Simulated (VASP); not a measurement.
# Ta2NbN3 (P-62m) in VASP: a series of runs, part 2 of 3

VASP 6.6.1. Earlier steps stand in the parts before.

## Step 3: Relaxation of cell and atoms, PBE

File INCAR:

```
  PREC = Accurate
  ENCUT = 600
  EDIFF = 1E-6
  ISMEAR = 0
  SIGMA = 0.1
  LREAL = False
  LASPH = True
  NELM = 100
  ALGO = Normal
  ISIF = 3
  LWAVE = False
  LCHARG = False
  GGA = PE
  IBRION = 2
  NSW = 100
  EDIFFG = -0.01
```

File KPOINTS:

```
regular mesh
0
Gamma
  6 6 10
```

File POSCAR:

```
Ta2NbN3
1.0
    5.2182047663      0.0000000000      0.0000000000
   -2.6091023832      4.5190978898      0.0000000000
    0.0000000000      0.0000000000      2.9304318510
Ta Nb N
2 1 3
Direct
    0.3333333333      0.6666666667      0.5000000000
    0.6666666667      0.3333333333      0.5000000000
    0.0000000000      0.0000000000      0.0000000000
    0.3952691099      0.0000000000      0.0000000000
    0.0000000000      0.3952691099      0.0000000000
    0.6047308901      0.6047308901      0.0000000000
```

Potentials or basis: VASP PAW PBE potentials, release 64 (Ta_pv, Nb_sv, N).

Command:

```console
$ cat potpaw_PBE.64/Ta_pv/POTCAR potpaw_PBE.64/Nb_sv/POTCAR potpaw_PBE.64/N/POTCAR > POTCAR
$ mpirun -np 1 vasp_std > vasp.out
```

OUTCAR:

```text
PREC = Accurate
   ENCUT = 600
   EDIFF = 1E-6
   ISMEAR = 0
   LREAL = False
   LASPH = True
   NELM = 100
   ISIF = 3
   GGA = PE
   IBRION = 2
   NSW = 100
   EDIFFG = -0.01

 ion  position               nearest neighbor table
   1  0.333  0.667  0.500-   4 2.17   4 2.17   5 2.17   5 2.17   6 2.17   6 2.17   2 3.01   2 3.01
                             2 3.01
   2  0.667  0.333  0.500-   5 2.17   5 2.17   4 2.17   4 2.17   6 2.17   6 2.17   1 3.01   1 3.01
                             1 3.01
   3  0.000  0.000  0.000-   4 2.06   6 2.06   5 2.06
   4  0.395  0.000  0.000-   3 2.06   1 2.17   1 2.17   2 2.17   2 2.17
   5  0.000  0.395  0.000-   3 2.06   2 2.17   2 2.17   1 2.17   1 2.17
   6  0.605  0.605  0.000-   3 2.06   1 2.17   1 2.17   2 2.17   2 2.17

  LATTYP: Found a hexagonal cell.
 ALAT       =     5.2182047663
 C/A-ratio  =     0.5615785471

  Lattice vectors:

 A1 = (   5.2182047663,   0.0000000000,   0.0000000000)
 A2 = (  -2.6091023832,   4.5190978898,   0.0000000000)
 A3 = (   0.0000000000,   0.0000000000,   2.9304318510)

Analysis of symmetry for initial positions (statically):
=====================================================================
 Subroutine PRICEL returns:
 Original cell was already a primitive cell.

 Routine SETGRP: Setting up the symmetry group for a
 hexagonal supercell.

 Subroutine GETGRP returns: Found 12 space group operations
 (whereof 12 operations were pure point group operations)
 out of a pool of 24 trial point group operations.

The static configuration has the point symmetry D_3h.

Analysis of symmetry for dynamics (positions and initial velocities):
=====================================================================
 Subroutine PRICEL returns:
 Original cell was already a primitive cell.

 Routine SETGRP: Setting up the symmetry group for a
 hexagonal supercell.

 Subroutine GETGRP returns: Found 12 space group operations
 (whereof 12 operations were pure point group operations)
 out of a pool of 24 trial point group operations.

The dynamic configuration has the point symmetry D_3h.

 Subroutine INISYM returns: Found 12 space group operations
 (whereof 12 operations are pure point group operations),
 and found     1 'primitive' translations

----------------------------------------------------------------------------------------

                                     Primitive cell

  volume of cell :      69.1042

  direct lattice vectors                    reciprocal lattice vectors
     5.218204766  0.000000000  0.000000000     0.191636788  0.110641551  0.000000000
    -2.609102383  4.519097890  0.000000000     0.000000000  0.221283102  0.000000000
     0.000000000  0.000000000  2.930431851     0.000000000  0.000000000  0.341246632

  length of vectors
     5.218204766  5.218204766  2.930431851     0.221283102  0.221283102  0.341246632

  position of ions in fractional coordinates (direct lattice)
     0.333333333  0.666666667  0.500000000
     0.666666667  0.333333333  0.500000000
     0.000000000  0.000000000  0.000000000
     0.395269110  0.000000000  0.000000000
     0.000000000  0.395269110  0.000000000
     0.604730890  0.604730890  0.000000000

  ion indices of the primitive-cell ions
[... 37 lines left out ...]
  0.166667  0.000000  0.000000      6.000000
  0.333333  0.000000  0.000000      6.000000
  0.500000  0.000000  0.000000      3.000000
  0.166667  0.166667  0.000000      6.000000
  0.333333  0.166667  0.000000     12.000000
[... 16 lines left out ...]
  0.166667  0.000000  0.300000     12.000000
  0.333333  0.000000  0.300000     12.000000
 [... further k-points ...]
   k-points           NKPTS =     42   k-points in BZ     NKDIM =     42   number of bands    NBANDS=     30
   number of dos      NEDOS =    301   number of ions     NIONS =      6
   total plane-waves  NPLWV =  42336
   dimension x,y,z NGX =    42 NGY =   42 NGZ =   24
   dimension x,y,z NGXF=    84 NGYF=   84 NGZF=   48
   ions per type =               2   1   3
   NGX,Y,Z   is equivalent  to a cutoff of  13.38, 13.38, 13.62 a.u.
   NGXF,Y,Z  is equivalent  to a cutoff of  26.76, 26.76, 27.23 a.u.
 SYSTEM =  unknown system
   PREC   = accura    normal or accurate (medium, high low for compatibility)
   ISTART =      0    job   : 0-new  1-cont  2-samecut
   ICHARG =      2    charge: 1-file 2-atom 10-const
   ISPIN  =      1    spin polarized calculation?
   LNONCOLLINEAR =      F non collinear calculations
   LSORBIT =      F    spin-orbit coupling
   LASPH  =      T    aspherical Exc in radial PAW
   ENCUT  =  600.0 eV  44.10 Ry    6.64 a.u.  10.42 10.42  5.85*2*pi/ulx,y,z
   NELM   =    100;   NELMIN=  2; NELMDL= -5     # of ELM steps
   EDIFF  = 0.1E-05   stopping-criterion for ELM
   LREAL  =      F    real-space projection
   EDIFFG = -.1E-01   stopping-criterion for IOM
   NSW    =    100    number of steps for IOM
   IBRION =      2    ionic relax: 0-MD 1-quasi-New 2-CG
   NFREE  =      1    steps in history (QN), initial steepest desc. (CG)
   ISIF   =      3    stress and relaxation
   ISYM   =      2    0-nonsym 1-usesym 2-fastsym
   POTIM  = 0.5000    time-step for ionic-motion
   TEBEG  =    0.0;   TEEND  =   0.0 temperature during run
   PSTRESS=    0.0 pullay stress
   NELECT =      50.0000    total number of electrons
   NUPDOWN=      -1.0000    fix difference up-down
   EMIN   =  10.00;   EMAX   =-10.00  energy-range for DOS
   EFERMI =   0.00;   METHOD = LEGACY
   ISMEAR =     0;   SIGMA  =   0.10  broadening in eV -4-tet -1-fermi 0-gaus
   EFERMI_NEDOS =   21; number of points for ismear=-14 and -15
   IALGO  =     38    algorithm
   IMIX   =      4    mixing-type and parameters
     AMIX     =   0.40;   BMIX     =  1.00
     AMIX_MAG =   1.60;   BMIX_MAG =  1.00
  volume/ion in A,a.u.               =      11.52        77.72
  Fermi-wavevector in a.u.,A,eV,Ry     =   1.469704  2.777339 29.389007  2.160031
  Thomas-Fermi vector in A             =   2.585050
   LORBIT       =      0    0 simple, 1 ext, 2 COOP (PROOUT), +10 PAW based schemes
   GGA     = PE    functional components
   LHFCALC =     F    Hartree Fock is set to
   AEXX    =    0.0000 exact exchange contribution
   IVDW    =     0    specifies the selected vdW correction
   LEPSILON=     F    determine dielectric tensor
   LRPA    =     F    only Hartree local field effects (RPA)
 conjugate gradient relaxation of ions
 non-spin polarized calculation
 Gauss-broadening in eV      SIGMA  =   0.10
  energy-cutoff  :      600.00
  volume of cell :       69.10
 maximum number of plane-waves:      2352
 NGX is ok and might be reduce to    42
   NGX = 21   NGY = 21   NGZ = 11

--------------------------------------- Ionic step        1  -------------------------------------------

 number of electron      50.0000000 magnetization

 Free energy of the ion-electron system (eV)
  ---------------------------------------------------
  ext. energy  EPLUGINS =         0.00000000
  ---------------------------------------------------
  free energy    TOTEN  =       -65.94198351 eV

  energy without entropy =      -65.93842507  energy(sigma->0) =      -65.94020429

------------------------ aborting loop because EDIFF is reached ----------------------------------------

  FORCE on cell =-STRESS in cart. coord.  units (eV):
  Direction    XX          YY          ZZ          XY          YZ          ZX
  --------------------------------------------------------------------------------------
  -------------------------------------------------------------------------------------
  Total        0.3484254      0.3484254     -0.6811205     -0.0000000     -0.0000000      0.0000000
  in kB        8.0782250      8.0782250    -15.7917421     -0.0000000     -0.0000000      0.0000000
  external PRESSURE =       0.1215693 kB  Pullay stress =       0.0000000 kB
[... 227 lines left out ...]
--------------------------------------- Ionic step        7  -------------------------------------------

 number of electron      49.9999999 magnetization

 Free energy of the ion-electron system (eV)
  ---------------------------------------------------
  ext. energy  EPLUGINS =         0.00000000
  ---------------------------------------------------
  free energy    TOTEN  =       -65.94467672 eV

  energy without entropy =      -65.94111326  energy(sigma->0) =      -65.94289499

 E-fermi :   9.5302     XC(G=0): -12.8896

 val. band max:        9.5100270891   @ k =   0.1667   0.0000   0.2000
 cond. band min:       9.7480408275   @ k =   0.3333   0.0000   0.2000
 fundamental gap:      0.2380137384
 Fermi energy:         9.5301963172

 k-point     1 :       0.0000    0.0000    0.0000
  band No.  band energies     occupation
      1     -46.3003      2.00000
      2     -26.6169      2.00000
      3     -26.6169      2.00000
      4     -26.2289      2.00000
      5     -26.2289      2.00000
      6     -26.1142      2.00000
[... 781 lines left out ...]
     29      11.6681      0.00000
     30      12.2977      0.00000

 [... further k-points ...]
[... 5 lines left out ...]
  --------------------------------------------------------------------------------------
  -------------------------------------------------------------------------------------
  Total        0.0163829      0.0163829      0.0052600     -0.0000000      0.0000000      0.0000000
  in kB        0.3795450      0.3795450      0.1218586     -0.0000000      0.0000000      0.0000000
  external PRESSURE =       0.2936495 kB  Pullay stress =       0.0000000 kB
[... 21 lines left out ...]
  FREE ENERGIE OF THE ION-ELECTRON SYSTEM (eV)
  ---------------------------------------------------
  free  energy   TOTEN  =       -65.9446767159 eV

  energy  without entropy=      -65.9411132640  energy(sigma->0) =      -65.94289499

 reached required accuracy - stopping structural energy minimisation
```

Run time: 3.5 min. Hardware: 1 thread of AMD EPYC 9R45 (Zen 5), shared host; peak memory 0.24 GiB.

What came out:

* Free energy: -65.9447 eV
* Relaxed volume: 11.53 Å³/atom
* Relaxed cell: a = 5.229 Å, b = 5.229 Å, c = 2.920 Å, α = 90.00°, β = 90.00°, γ = 120.00°
* Space group after relaxing (to 0.05 Å): P-62m (No. 189)
* Energy gained by relaxing: 0.4 meV/atom
* Ionic steps: 7
* Pressure after relaxing: 0.0 GPa
* Band gap on the k mesh: zero (band 25 reaches 11.23 eV, above the bottom of band 26 at 8.47 eV)

Forces in eV/Å, atoms in the order of the input:
```
Ta   0.000  0.000  0.000
Ta   0.000  0.000  0.000
Nb   0.000  0.000  0.000
N    0.002  0.000  0.000
N   -0.001  0.002  0.000
N   -0.001 -0.002  0.000
```

The path:
| step | energy change (eV) | largest force (eV/Å) | pressure (GPa) | volume (Å³) |
| --- | --- | --- | --- | --- |
| 1 | 0.0000 | 0.0848 | 0.01 | 69.10 |
| 2 | -0.0019 | 0.0442 | 0.21 | 69.11 |
| 3 | -0.0024 | 0.0570 | 0.15 | 69.11 |
| 4 | -0.0026 | 0.0115 | -0.22 | 69.21 |
| 5 | -0.0026 | 0.0133 | -0.22 | 69.20 |
| 6 | -0.0026 | 0.0225 | 0.28 | 69.10 |
| 7 | -0.0027 | 0.0020 | 0.03 | 69.16 |

Final structure:
```
Ta Nb N
1.0
     5.22910    0.00000    0.00000
    -2.61455    4.52853    0.00000
     0.00000    0.00000    2.92048
Ta Nb N
2 1 3
Direct
  0.33333 0.66667 0.50000
  0.66667 0.33333 0.50000
  0.00000 0.00000 0.00000
  0.39404 0.00000 0.00000
  0.00000 0.39404 0.00000
  0.60596 0.60596 0.00000
```

Caveat: spin-orbit coupling is left out, which moves the levels of the heavy elements.

[end of part 2 of 3]
